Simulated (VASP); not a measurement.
# MnO2 (P4_2/mnm) in VASP: single point with PBE+U

Aim: the single point of MnO2 with PBE+U.

All numbers are computed with VASP 6.6.1; they aren't measurements. Logs are shortened: lines on timing, memory, paths and dates and some standing lists are left out, and cuts for length are marked.

**1. The cell of the first run**

It takes space group P4_2/mnm (No. 136, tetragonal). Conventional cell: a = 4.545 Å, b = 4.545 Å, c = 2.908 Å, α = 90.00°, β = 90.00°, γ = 90.00°. Within 2.5 Å of Mn (site symmetry mmm) lie 6 O at 1.92 to 1.97 Å. O (site symmetry m2m) has 3 Mn at 1.92 to 1.97 Å and 1 O at 2.49 Å within 2.5 Å.

**2. Single point, PBE+U, collinear spin, ferromagnetic start (biaxial strain in the a-b plane: +2.0 %)**

File INCAR:

```
SYSTEM = MnO2
PREC = Accurate
ENCUT = 520
EDIFF = 1E-7
ISMEAR = 0
SIGMA = 0.1
LREAL = .False.
LASPH = .True.
NELM = 150
ALGO = Normal
ISIF = 2
LWAVE = .False.
LCHARG = .False.
ISPIN = 2
MAGMOM = 3.05 3.05 0 0 0 0
LORBIT = 11
LMAXMIX = 4
LDAU = .True.
LDAUTYPE = 2
LDAUL = 2 -1
LDAUU = 3.9 0
LDAUJ = 0 0
LDAUPRINT = 1
GGA = PE
NBANDS = 38
```

File KPOINTS:

```
regular mesh
0
Gamma
  8 8 12
  0 0 0
```

File POSCAR:

```
MnO2
1.0
    4.5448416087      0.0000000000      0.0000000000
    0.0000000000      4.5448416087      0.0000000000
    0.0000000000      0.0000000000      2.9080402244
Mn O
2 4
Direct
    0.0000000000      0.0000000000      0.0000000000
    0.5000000000      0.5000000000      0.5000000000
    0.3060903857      0.3060903857      0.0000000000
    0.1939096143      0.8060903857      0.5000000000
    0.6939096143      0.6939096143      0.0000000000
    0.8060903857      0.1939096143      0.5000000000
```

Potentials or basis: VASP PAW PBE potentials, release 64 (Mn_pv, O).

Run with:

```console
$ cat potpaw_PBE.64/Mn_pv/POTCAR potpaw_PBE.64/O/POTCAR > POTCAR
$ mpirun -np 1 vasp_std > vasp.out
```

OUTCAR:

```text
SYSTEM = MnO2
   PREC = Accurate
   ENCUT = 520
   EDIFF = 1E-7
   ISMEAR = 0
   LREAL = .False.
   LASPH = .True.
   NELM = 150
   ISIF = 2
   ISPIN = 2
   LORBIT = 11
   GGA = PE

 ion  position               nearest neighbor table
   1  0.000  0.000  0.000-   4 1.92   6 1.92   4 1.92   6 1.92   5 1.97   3 1.97
   2  0.500  0.500  0.500-   3 1.92   5 1.92   3 1.92   5 1.92   4 1.97   6 1.97
   3  0.306  0.306  0.000-   2 1.92   2 1.92   1 1.97
   4  0.194  0.806  0.500-   1 1.92   1 1.92   2 1.97
   5  0.694  0.694  0.000-   2 1.92   2 1.92   1 1.97
   6  0.806  0.194  0.500-   1 1.92   1 1.92   2 1.97

  LATTYP: Found a simple tetragonal cell.
 ALAT       =     4.5448416087
 C/A-ratio  =     0.6398551313

  Lattice vectors:

 A1 = (   4.5448416087,   0.0000000000,   0.0000000000)
 A2 = (   0.0000000000,   4.5448416087,   0.0000000000)
 A3 = (   0.0000000000,   0.0000000000,   2.9080402244)

Analysis of symmetry for initial positions (statically):
=====================================================================
 Subroutine PRICEL returns:
 Original cell was already a primitive cell.

 Routine SETGRP: Setting up the symmetry group for a
 simple tetragonal supercell.

 Subroutine GETGRP returns: Found 16 space group operations
 (whereof  8 operations were pure point group operations)
 out of a pool of 16 trial point group operations.

The static configuration has the point symmetry D_2h.
 The point group associated with its full space group is D_4h.

Analysis of symmetry for dynamics (positions and initial velocities):
=====================================================================
 Subroutine PRICEL returns:
 Original cell was already a primitive cell.

 Routine SETGRP: Setting up the symmetry group for a
 simple tetragonal supercell.

 Subroutine GETGRP returns: Found 16 space group operations
 (whereof  8 operations were pure point group operations)
 out of a pool of 16 trial point group operations.

The dynamic configuration has the point symmetry D_2h.
 The point group associated with its full space group is D_4h.

Analysis of structural, dynamic, and magnetic symmetry:
=====================================================================
 Subroutine PRICEL returns:
 Original cell was already a primitive cell.

 Routine SETGRP: Setting up the symmetry group for a
 simple tetragonal supercell.
[... 219 lines left out ...]
  o =  0.9518  v = -0.5077  0.0000  0.8615  0.0000  0.0000  0.0000  0.0000  0.0000  0.0000  0.0000      0.0000  0.0000  0.0000  0.0000  0.0000  0.0000  0.0000  0.0000  0.0000  0.0000
  o =  0.9630  v =  0.0000  0.7071  0.0000 -0.7071 -0.0000  0.0000  0.0000  0.0000  0.0000  0.0000      0.0000  0.0000  0.0000  0.0000  0.0000  0.0000  0.0000  0.0000  0.0000  0.0000
  o =  0.9687  v =  0.0000 -0.0000  0.0000  0.0000 -1.0000  0.0000  0.0000  0.0000  0.0000  0.0000      0.0000  0.0000  0.0000  0.0000  0.0000  0.0000  0.0000  0.0000  0.0000  0.0000

 number of electron      50.0000023 magnetization       6.0669553

 Free energy of the ion-electron system (eV)
  ---------------------------------------------------
  ext. energy  EPLUGINS =         0.00000000
  ---------------------------------------------------
  free energy    TOTEN  =       -42.33920858 eV

  energy without entropy =      -42.33364623  energy(sigma->0) =      -42.33642740

 E-fermi :   4.0514     XC(G=0): -11.5625

 val. band max:        4.0331772001   @ k =   0.1250   0.1250   0.0833
 cond. band min:       4.0518812824   @ k =   0.1250   0.1250   0.0833
 fundamental gap:      0.0187040823
 Fermi energy:         4.0513538128

 spin component 1

 k-point     1 :       0.0000    0.0000    0.0000
  band No.  band energies     occupation
      1     -46.7157      1.00000
      2     -46.7110      1.00000
      3     -46.6932      1.00000
      4     -46.6932      1.00000
      5     -46.6595      1.00000
      6     -46.6595      1.00000
[... 1913 lines left out ...]
     36      17.3399      0.00000
     37      19.9363      0.00000

 [... further k-points ...]

 [bands above 37 left out]

------------------------ aborting loop because EDIFF is reached ----------------------------------------

  FORCE on cell =-STRESS in cart. coord.  units (eV):
  Direction    XX          YY          ZZ          XY          YZ          ZX
  --------------------------------------------------------------------------------------
  -------------------------------------------------------------------------------------
  Total       -2.1166353     -2.1166353      0.4042226      0.0000000      0.0000000      0.0000000
  in kB      -56.4571171    -56.4571171     10.7818496      0.0000000      0.0000000      0.0000000
  external PRESSURE =     -34.0441282 kB  Pullay stress =       0.0000000 kB

 VOLUME and BASIS-vectors are now :
 -----------------------------------------------------------------------------
  energy-cutoff  :      520.00
  volume of cell :       60.07
      direct lattice vectors                 reciprocal lattice vectors
     4.544841609  0.000000000  0.000000000     0.220029670  0.000000000  0.000000000
     0.000000000  4.544841609  0.000000000     0.000000000  0.220029670  0.000000000
     0.000000000  0.000000000  2.908040224     0.000000000  0.000000000  0.343874198

 POSITION                                       TOTAL-FORCE (eV/Angst)
 -----------------------------------------------------------------------------------
      0.00000      0.00000      0.00000        -0.000000     -0.000000      0.000000
      2.27242      2.27242      1.45402        -0.000000     -0.000000      0.000000
      1.39113      1.39113      0.00000        -0.043591     -0.043591      0.000000
      0.88129      3.66355      1.45402         0.043591     -0.043591      0.000000
      3.15371      3.15371      0.00000         0.043591      0.043591     -0.000000
      3.66355      0.88129      1.45402        -0.043591      0.043591     -0.000000
 -----------------------------------------------------------------------------------
    total drift:                                0.000000      0.000000      0.000000

  FREE ENERGIE OF THE ION-ELECTRON SYSTEM (eV)
  ---------------------------------------------------
  free  energy   TOTEN  =       -42.3392085755 eV

  energy  without entropy=      -42.3336462254  energy(sigma->0) =      -42.33642740

 total charge

# of ion       s       p       d       tot
------------------------------------------
    1        0.329   6.414   4.771  11.515
    2        0.329   6.414   4.771  11.515
    3        1.568   3.439   0.000   5.007
    4        1.568   3.439   0.000   5.007
    5        1.568   3.439   0.000   5.007
    6        1.568   3.439   0.000   5.007
--------------------------------------------------
tot          6.930  26.586   9.542  43.057

 magnetization (x)

# of ion       s       p       d       tot
------------------------------------------
    1        0.020   0.028   3.118   3.166
    2        0.020   0.028   3.118   3.166
    3       -0.002  -0.088   0.000  -0.090
    4       -0.002  -0.088   0.000  -0.090
    5       -0.002  -0.088   0.000  -0.090
    6       -0.002  -0.088   0.000  -0.090
--------------------------------------------------
tot          0.034  -0.296   6.236   5.973
```

OSZICAR:

```text
N       E                     dE             d eps       ncg     rms          rms(c)
DAV:   1     0.625831025234E+03    0.62583E+03   -0.27156E+04 16232   0.155E+03
DAV:   2     0.274359198520E+01   -0.62309E+03   -0.56869E+03 16768   0.466E+02
[... 11 lines left out ...]
DAV:  14    -0.423391611727E+02   -0.27370E-03   -0.56313E-04 18048   0.245E-01    0.864E-02
DAV:  15    -0.423392259010E+02   -0.64728E-04   -0.18511E-04 17718   0.855E-02    0.762E-02
DAV:  16    -0.423392031240E+02    0.22777E-04   -0.44841E-05 17490   0.657E-02    0.322E-02
DAV:  17    -0.423392079800E+02   -0.48560E-05   -0.13502E-05 17792   0.370E-02    0.552E-03
DAV:  18    -0.423392085048E+02   -0.52485E-06   -0.16623E-06 16544   0.754E-03    0.308E-03
DAV:  19    -0.423392085755E+02   -0.70638E-07   -0.24892E-07 13958   0.476E-03
   1 F= -.42339209E+02 E0= -.42336427E+02  d E =-.556235E-02  mag=     6.0671
```

stdout:

```text
POSCAR found type information on POSCAR MnO
 POSCAR found :  2 types and       6 ions
 scaLAPACK will be used
 LDA part: xc-table for (Slater+PW92), standard interpolation
 POSCAR, INCAR and KPOINTS ok, starting setup
 FFT: planning ... GRIDC
 FFT: planning ... GRID_SOFT
 FFT: planning ... GRID
 WAVECAR not read
 entering main loop
```

It took 12 min on 1 thread of Intel Xeon 8259CL, shared host; peak memory 0.43 GiB.

Results:

```
Free energy                                           : -42.3392 eV
Pressure                                              : -3.4 GPa
Largest force                                         : 0.062 eV/Å
Net moment                                            : 6.07 μB per cell
Site moments                                          : Mn +3.17; O -0.09 μB
Valence electrons inside the program's atomic spheres : Mn 11.52; O 5.01
```

Forces in eV/Å, atoms in the order of the input:
```
Mn   0.000  0.000  0.000
Mn   0.000  0.000  0.000
O   -0.044 -0.044  0.000
O    0.044 -0.044  0.000
O    0.044  0.044  0.000
O   -0.044  0.044  0.000
```

Levels at points of the mesh, in eV from the Fermi level:
Spin up:
```tsv
k point	band 25	band 26	band 27	band 28	band 29	band 30	band 31	band 32
(0.00, 0.00, 0.00)	-0.88	-0.67	-0.41	-0.41	0.16	2.71	2.71	3.01
(0.50, 0.00, 0.00)	-1.35	-1.35	-0.59	-0.59	1.98	1.98	2.57	2.57
(0.50, 0.50, 0.00)	-1.27	-1.27	-0.13	-0.13	0.98	0.98	2.67	2.67
(0.00, 0.00, 0.50)	-1.17	-1.17	-0.30	-0.30	0.99	0.99	1.70	1.70
(0.50, 0.00, 0.50)	-1.04	-1.04	-0.37	-0.37	-0.03	-0.03	3.10	3.10
(0.50, 0.50, 0.50)	-0.64	-0.64	-0.39	-0.39	1.69	1.69	1.73	1.73
```
Spin down:
```
           k point  band 18  band 19  band 20  band 21  band 22  band 23  band 24  band 25  band 26  band 27
(0.00, 0.00, 0.00)    -2.69    -1.16    -0.47    -0.47     0.18     2.02     2.09     2.47     2.47     2.67
(0.50, 0.00, 0.00)    -2.93    -2.06    -2.06    -0.62    -0.62     2.57     2.57     2.96     2.96     3.51
(0.50, 0.50, 0.00)    -1.91    -1.79    -1.79    -1.37    -1.37     1.95     1.95     2.48     2.48     3.73
(0.00, 0.00, 0.50)    -3.35    -2.01    -2.01    -1.64    -1.64     2.98     2.98     3.03     3.03     3.58
(0.50, 0.00, 0.50)    -3.19    -1.97    -1.97    -0.94    -0.94     2.20     2.20     2.78     2.78     3.35
(0.50, 0.50, 0.50)    -3.32    -0.99    -0.99    -0.90    -0.90     2.77     2.77     3.14     3.14     3.21
```

Eigenvalues of the final occupation matrices:
| site | spin | trace | eigenvalues |
| --- | --- | --- | --- |
| site 1 d | 1 | 3.96 | 0.53 0.54 0.95 0.96 0.97 |
| site 1 d | 2 | 0.84 | 0.06 0.10 0.10 0.27 0.32 |
| site 2 d | 1 | 3.96 | 0.53 0.54 0.95 0.96 0.97 |
| site 2 d | 2 | 0.84 | 0.06 0.10 0.10 0.27 0.32 |

Caveat: the cell differs from its parent crystal (biaxial strain in the a-b plane: +2.0 %); the stress differs along the axes, from -6 to 1 GPa; the run started ferromagnetic, and an antiferromagnetic order may lie lower in energy. The state reached can hang on the start; a lower one may exist.
